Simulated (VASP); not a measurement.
# TePb: single point with RPBE

The system is TePb.

```xyz
2
Lattice="4.0023 0.0000 0.0000 0.0000 4.0023 0.0000 0.0000 0.0000 4.0023" Properties=species:S:1:pos:R:3 pbc="T T T"
Pb    0.0000    0.0000    0.0000
Te    2.0011    2.0011    2.0011
```

```yaml
Program: VASP 6.6.1
Task: single point
Functional: RPBE
Potentials_or_basis: VASP PAW PBE potentials, release 64 (Pb_d, Te)
Cutoff: 520 eV
k_mesh: 7 × 7 × 7
Occupations: gaussian, width 0.05 eV
Spin: no spin polarisation
Dipole_correction: no
Further_INCAR_settings: ALGO = Normal; EDIFF = 1e-06; NBANDS = 17
```

```json
{
  "Pressure": "1.6 GPa",
  "Band gap on the k mesh": "zero (band 10 reaches 6.69 eV, above the bottom of band 11 at 5.91 eV)"
}
```

Levels at points of the mesh, in eV from the Fermi level:
```csv
k point,band 7,band 8,band 9,band 10,band 11,band 12,band 13,band 14
"(0.00, 0.00, 0.00)",-6.77,-1.58,-1.58,-1.58,4.00,4.00,5.25,5.25
```

Wall time 17 s on 1 thread of Intel(R) Xeon(R) Platinum 8488C (Sapphire Rapids), on a shared host, peak memory 0.18 GiB.

Caveat: the PAW data sets were made with another functional, which shifts forces and pressure a little; spin-orbit coupling is left out, which moves the levels of the heavy elements.
